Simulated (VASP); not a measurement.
# Te3Pb4Se (Cm) in VASP: single point with PBE

Aim: the single point of Te3Pb4Se with PBE.

Everything below comes from runs of VASP 6.6.1. Logs are shortened: lines on timing, memory, paths and dates and some standing lists are left out, and cuts for length are marked.

## (1) The cell of the first run

It takes space group Cm (No. 8, monoclinic). Conventional cell: a = 9.299 Å, b = 12.579 Å, c = 6.740 Å, α = 90.00°, β = 129.37°, γ = 90.00°. Te (site symmetry 1) has 5 Pb at 3.05 to 3.70 Å within 4.0 Å. Te (site symmetry m) has 5 Pb at 3.08 to 3.71 Å within 4.1 Å. Pb (site symmetry m) has 1 Se at 2.89 Å and 4 Te at 3.19 to 3.71 Å within 3.8 Å. Pb (site symmetry 1) has 4 Te at 3.05 to 3.70 Å and 1 Se at 3.11 Å within 4.0 Å. Pb (site symmetry m) has 2 Se at 2.92 to 3.89 Å and 3 Te at 3.08 to 3.24 Å within 3.9 Å. Se (site symmetry m) has 4 Pb at 2.89 to 3.11 Å within 3.8 Å.

## (2) Single point, PBE

The input, INCAR:

```
PREC = Accurate
ENCUT = 520
EDIFF = 1E-6
ISMEAR = 0
SIGMA = 0.1
LREAL = F
LASPH = T
NELM = 80
ALGO = Normal
ISIF = 2
LWAVE = F
LCHARG = T
GGA = PE
LELF = T
LVHAR = T
NBANDS = 50
```

The input, KPOINTS:

```
regular mesh
0
Gamma
  4 4 4
```

The input, POSCAR:

```
Te3Pb4Se
1.0
    4.6493946373     -6.2896191886      0.0000000000
    4.6493946373      6.2896191886      0.0000000000
   -4.2755476719      0.0000000000      5.2105835649
Te Pb Se
3 4 1
Direct
    0.2049850623      0.7069030998      0.4386613779
    0.7069030998      0.2049850623      0.4386613779
    0.9634128808      0.9634128808      0.9455456124
    0.0631316976      0.0631316976      0.5723030217
    0.2893459346      0.7747136947      0.0483571772
    0.5351188563      0.5351188563      0.5713692203
    0.7747136947      0.2893459346      0.0483571772
    0.4645428363      0.4645428363      0.9367906322
```

Potentials or basis: VASP PAW PBE potentials, release 64 (Te, Pb_d, Se).

The run is started by

```sh
> cat potpaw_PBE.64/Te/POTCAR potpaw_PBE.64/Pb_d/POTCAR potpaw_PBE.64/Se/POTCAR > POTCAR
> mpirun -np 1 vasp_std > vasp.out
```

OUTCAR:

```text
PREC = Accurate
   ENCUT = 520
   EDIFF = 1E-6
   ISMEAR = 0
   LREAL = F
   LASPH = T
   NELM = 80
   ISIF = 2
   GGA = PE

 ion  position               nearest neighbor table
   1  0.205  0.707  0.439-   7 3.05   5 3.13   6 3.24   4 3.24   5 3.70
   2  0.707  0.205  0.439-   5 3.05   7 3.13   6 3.24   4 3.24   7 3.70
   3  0.963  0.963  0.946-   6 3.08   4 3.19   5 3.29   7 3.29   4 3.71
   4  0.063  0.063  0.572-   8 2.89   3 3.19   1 3.24   2 3.24   3 3.71
   5  0.289  0.775  0.048-   2 3.05   8 3.11   1 3.13   3 3.29   1 3.70
   6  0.535  0.535  0.571-   8 2.92   3 3.08   1 3.24   2 3.24
   7  0.775  0.289  0.048-   1 3.05   8 3.11   2 3.13   3 3.29   2 3.70
   8  0.465  0.465  0.937-   4 2.89   6 2.92   5 3.11   7 3.11

  LATTYP: Found a base centered monoclinic cell.
 ALAT       =     9.2987892746
 B/A-ratio  =     1.3527823898
 C/A-ratio  =     0.7248485920
 COS(beta)  =    -0.6343340840

  Lattice vectors:

 A1 = (   4.6493946373,  -6.2896191886,   0.0000000000)
 A2 = (   4.6493946373,   6.2896191886,   0.0000000000)
 A3 = (  -4.2755476719,   0.0000000000,   5.2105835649)

Analysis of symmetry for initial positions (statically):
=====================================================================
 Subroutine PRICEL returns:
 Original cell was already a primitive cell.

 Routine SETGRP: Setting up the symmetry group for a
 base centered monoclinic supercell.

 Subroutine GETGRP returns: Found  2 space group operations
 (whereof  2 operations were pure point group operations)
 out of a pool of  4 trial point group operations.

The static configuration has the point symmetry C_1h.

Analysis of symmetry for dynamics (positions and initial velocities):
=====================================================================
 Subroutine PRICEL returns:
 Original cell was already a primitive cell.

 Routine SETGRP: Setting up the symmetry group for a
 base centered monoclinic supercell.

 Subroutine GETGRP returns: Found  2 space group operations
 (whereof  2 operations were pure point group operations)
 out of a pool of  4 trial point group operations.

The dynamic configuration has the point symmetry C_1h.

 Subroutine INISYM returns: Found  2 space group operations
 (whereof  2 operations are pure point group operations),
 and found     1 'primitive' translations

----------------------------------------------------------------------------------------

                                     Primitive cell

  volume of cell :     304.7454

  direct lattice vectors                    reciprocal lattice vectors
     4.649394637 -6.289619189  0.000000000     0.107540882 -0.079496069  0.088242739
     4.649394637  6.289619189  0.000000000     0.107540882  0.079496069  0.088242739
    -4.275547672  0.000000000  5.210583565     0.000000000  0.000000000  0.191917083

  length of vectors
     7.821520315  7.821520315  6.740214313     0.160223117  0.160223117  0.191917083

  position of ions in fractional coordinates (direct lattice)
     0.204985062  0.706903100  0.438661378
     0.706903100  0.204985062  0.438661378
     0.963412881  0.963412881  0.945545612
     0.063131698  0.063131698  0.572303022
     0.289345935  0.774713695  0.048357177
     0.535118856  0.535118856  0.571369220
     0.774713695  0.289345935  0.048357177
     0.464542836  0.464542836  0.936790632

  ion indices of the primitive-cell ions
   primitive index   ion index
                 1           1
                 2           2
                 3           3
                 4           4
                 5           5
                 6           6
                 7           7
                 8           8

----------------------------------------------------------------------------------------

 KPOINTS: regular mesh

Automatic generation of k-mesh.
 Grid dimensions read from file:
 generate k-points for:    4    4    4

 Generating k-lattice:

  Cartesian coordinates                     Fractional coordinates (reciprocal lattice)
     0.026885220 -0.019874017  0.022060685     0.250000000  0.000000000  0.000000000
     0.026885220  0.019874017  0.022060685     0.000000000  0.250000000  0.000000000
     0.000000000  0.000000000  0.047979271     0.000000000  0.000000000  0.250000000

  Length of vectors
     0.040055779  0.040055779  0.047979271

  Shift w.r.t. Gamma in fractional coordinates (k-lattice)
     0.000000000  0.000000000  0.000000000

 Subroutine IBZKPT returns following result:
 ===========================================

 Found     24 irreducible k-points:

 Following reciprocal coordinates:
            Coordinates               Weight
  0.000000  0.000000  0.000000      1.000000
  0.250000  0.000000  0.000000      4.000000
  0.500000  0.000000  0.000000      2.000000
  0.250000  0.250000  0.000000      2.000000
  0.500000  0.250000  0.000000      4.000000
 -0.250000  0.250000  0.000000      2.000000
[... 16 lines left out ...]
 -0.250000  0.250000  0.500000      2.000000
  0.500000  0.500000  0.500000      1.000000
   k-points           NKPTS =     24   k-points in BZ     NKDIM =     24   number of bands    NBANDS=     50
   number of dos      NEDOS =    301   number of ions     NIONS =      8
   total plane-waves  NPLWV = 180000
   dimension x,y,z NGX =    60 NGY =   60 NGZ =   50
   dimension x,y,z NGXF=   120 NGYF=  120 NGZF=  100
   ions per type =               3   4   1
   NGX,Y,Z   is equivalent  to a cutoff of  12.75, 12.75, 12.33 a.u.
   NGXF,Y,Z  is equivalent  to a cutoff of  25.51, 25.51, 24.66 a.u.
 SYSTEM =  unknown system
   PREC   = accura    normal or accurate (medium, high low for compatibility)
   ISTART =      0    job   : 0-new  1-cont  2-samecut
   ICHARG =      2    charge: 1-file 2-atom 10-const
   ISPIN  =      1    spin polarized calculation?
   LNONCOLLINEAR =      F non collinear calculations
   LSORBIT =      F    spin-orbit coupling
   LASPH  =      T    aspherical Exc in radial PAW
   ENCUT  =  520.0 eV  38.22 Ry    6.18 a.u.  14.54 14.54 12.53*2*pi/ulx,y,z
   NELM   =     80;   NELMIN=  2; NELMDL= -5     # of ELM steps
   EDIFF  = 0.1E-05   stopping-criterion for ELM
   LREAL  =      F    real-space projection
   EDIFFG = 0.1E-04   stopping-criterion for IOM
   NSW    =      0    number of steps for IOM
   IBRION =     -1    ionic relax: 0-MD 1-quasi-New 2-CG
   NFREE  =      0    steps in history (QN), initial steepest desc. (CG)
   ISIF   =      2    stress and relaxation
   ISYM   =      2    0-nonsym 1-usesym 2-fastsym
   POTIM  = 0.5000    time-step for ionic-motion
   TEBEG  =    0.0;   TEEND  =   0.0 temperature during run
   PSTRESS=    0.0 pullay stress
   NELECT =      80.0000    total number of electrons
   NUPDOWN=      -1.0000    fix difference up-down
   EMIN   =  10.00;   EMAX   =-10.00  energy-range for DOS
   EFERMI =   0.00;   METHOD = LEGACY
   ISMEAR =     0;   SIGMA  =   0.10  broadening in eV -4-tet -1-fermi 0-gaus
   EFERMI_NEDOS =   21; number of points for ismear=-14 and -15
   IALGO  =     38    algorithm
   IMIX   =      4    mixing-type and parameters
     AMIX     =   0.40;   BMIX     =  1.00
     AMIX_MAG =   1.60;   BMIX_MAG =  1.00
  volume/ion in A,a.u.               =      38.09       257.07
  Fermi-wavevector in a.u.,A,eV,Ry     =   1.048236  1.980879 14.950067  1.098799
  Thomas-Fermi vector in A             =   2.183149
   LORBIT       =      0    0 simple, 1 ext, 2 COOP (PROOUT), +10 PAW based schemes
   GGA     = PE    functional components
   LHFCALC =     F    Hartree Fock is set to
   AEXX    =    0.0000 exact exchange contribution
   IVDW    =     0    specifies the selected vdW correction
   LEPSILON=     F    determine dielectric tensor
   LRPA    =     F    only Hartree local field effects (RPA)
 non-spin polarized calculation
 Gauss-broadening in eV      SIGMA  =   0.10
  energy-cutoff  :      520.00
  volume of cell :      304.75
 maximum number of plane-waves:      8239
 NGX is ok and might be reduce to    60
   NGX = 29   NGY = 29   NGZ = 25

 number of electron      80.0000004 magnetization

 Free energy of the ion-electron system (eV)
  ---------------------------------------------------
  ext. energy  EPLUGINS =         0.00000000
  ---------------------------------------------------
  free energy    TOTEN  =       -30.27591312 eV

  energy without entropy =      -30.27591312  energy(sigma->0) =      -30.27591312

 E-fermi :   4.4403     XC(G=0):  -8.5552

 val. band max:        4.0385242945   @ k =   0.0000   0.0000   0.0000
 cond. band min:       4.8406242030   @ k =   0.0000   0.0000   0.5000
 fundamental gap:      0.8020999085
 Fermi energy:         4.4402876083

 k-point     1 :       0.0000    0.0000    0.0000
  band No.  band energies     occupation
      1     -12.7936      2.00000
      2     -12.7910      2.00000
      3     -12.7690      2.00000
      4     -12.7675      2.00000
      5     -12.7557      2.00000
      6     -12.7464      2.00000
[... 42 lines left out ...]
     49       8.2960      0.00000
     50       8.5841      0.00000

 k-point     2 :       0.2500    0.0000    0.0000
  band No.  band energies     occupation
      1     -12.7910      2.00000
      2     -12.7875      2.00000
      3     -12.7731      2.00000
      4     -12.7651      2.00000
      5     -12.7533      2.00000
      6     -12.7466      2.00000
[... 42 lines left out ...]
     49       7.5809      0.00000
     50       8.1403      0.00000

 k-point     3 :       0.5000    0.0000    0.0000
  band No.  band energies     occupation
      1     -12.7857      2.00000
      2     -12.7835      2.00000
      3     -12.7800      2.00000
      4     -12.7618      2.00000
      5     -12.7493      2.00000
      6     -12.7477      2.00000
[... 1102 lines left out ...]
     49       7.2972      0.00000
     50       7.7144      0.00000

 k-point    24 :       0.5000    0.5000    0.5000
  band No.  band energies     occupation
      1     -12.7875      2.00000
      2     -12.7789      2.00000
      3     -12.7731      2.00000
      4     -12.7624      2.00000
      5     -12.7475      2.00000
      6     -12.7447      2.00000
[... 42 lines left out ...]
     49       6.3658      0.00000
     50       6.6264      0.00000

------------------------ aborting loop because EDIFF is reached ----------------------------------------

  FORCE on cell =-STRESS in cart. coord.  units (eV):
  Direction    XX          YY          ZZ          XY          YZ          ZX
  --------------------------------------------------------------------------------------
  -------------------------------------------------------------------------------------
  Total       -1.6623550      1.7894968     -2.0445257      0.0000000      0.0000000      0.2971441
  in kB       -8.7397144      9.4081532    -10.7489500      0.0000000      0.0000000      1.5622143
  external PRESSURE =      -3.3601704 kB  Pullay stress =       0.0000000 kB

 VOLUME and BASIS-vectors are now :
 -----------------------------------------------------------------------------
  energy-cutoff  :      520.00
  volume of cell :      304.75
      direct lattice vectors                 reciprocal lattice vectors
     4.649394637 -6.289619189  0.000000000     0.107540882 -0.079496069  0.088242739
     4.649394637  6.289619189  0.000000000     0.107540882  0.079496069  0.088242739
    -4.275547672  0.000000000  5.210583565     0.000000000  0.000000000  0.191917083

 POSITION                                       TOTAL-FORCE (eV/Angst)
 -----------------------------------------------------------------------------------
      2.36421      3.15687      2.28568         0.046342      0.004106      0.165016
      2.36421     -3.15687      2.28568         0.046342     -0.004106      0.165016
      4.91585      0.00000      4.92684         0.065451      0.000000      0.177984
     -1.85986      0.00000      2.98203        -0.036294      0.000000     -0.115498
      4.74048      3.05278      0.25197        -0.042352      0.001367     -0.186430
      2.53304      0.00000      2.97717        -0.048125      0.000000     -0.115495
      4.74048     -3.05278      0.25197        -0.042352     -0.001367     -0.186430
      0.31439      0.00000      4.88123         0.010988      0.000000      0.095838
 -----------------------------------------------------------------------------------
    total drift:                                0.000019     -0.000000     -0.000146

  FREE ENERGIE OF THE ION-ELECTRON SYSTEM (eV)
  ---------------------------------------------------
  free  energy   TOTEN  =       -30.2759131176 eV

  energy  without entropy=      -30.2759131174  energy(sigma->0) =      -30.27591312
```

Run time: 3.1 min. Hardware: 1 thread of Intel Xeon 6975P-C (Granite Rapids), shared host; peak memory 0.63 GiB.

Results:

```yaml
Free_energy: -30.2759 eV
Pressure: -0.3 GPa
Largest_force: 0.191 eV/Å
Band_gap_on_the_k_mesh: 0.80 eV, indirect (least direct gap 1.24 eV)
```

Forces on the atoms (eV/Å):
```
Te   0.046  0.004  0.165
Te   0.046 -0.004  0.165
Te   0.065  0.000  0.178
Pb  -0.036  0.000 -0.115
Pb  -0.042  0.001 -0.186
Pb  -0.048  0.000 -0.115
Pb  -0.042 -0.001 -0.186
Se   0.011  0.000  0.096
```

Levels at points of the mesh, in eV from the valence-band top:
```
           k point  band 37  band 38  band 39  band 40  band 41  band 42  band 43  band 44
(0.00, 0.00, 0.00)    -1.29    -1.17    -0.29     0.00     1.86     2.05     2.08     2.64
(0.50, 0.00, 0.00)    -1.34    -1.13    -0.94    -0.82     1.61     1.69     1.73     1.96
(0.50, 0.50, 0.00)    -1.89    -1.81    -0.57    -0.42     1.98     2.20     2.51     2.64
(0.00, 0.00, 0.50)    -0.80    -0.70    -0.51    -0.44     0.80     0.83     1.38     1.49
(0.50, 0.00, 0.50)    -1.04    -0.89    -0.72    -0.55     1.63     1.67     1.87     1.93
(0.50, 0.50, 0.50)    -0.98    -0.94    -0.81    -0.70     1.33     1.40     1.61     1.64
```

Caveat: spin-orbit coupling is left out, which moves the levels of the heavy elements.
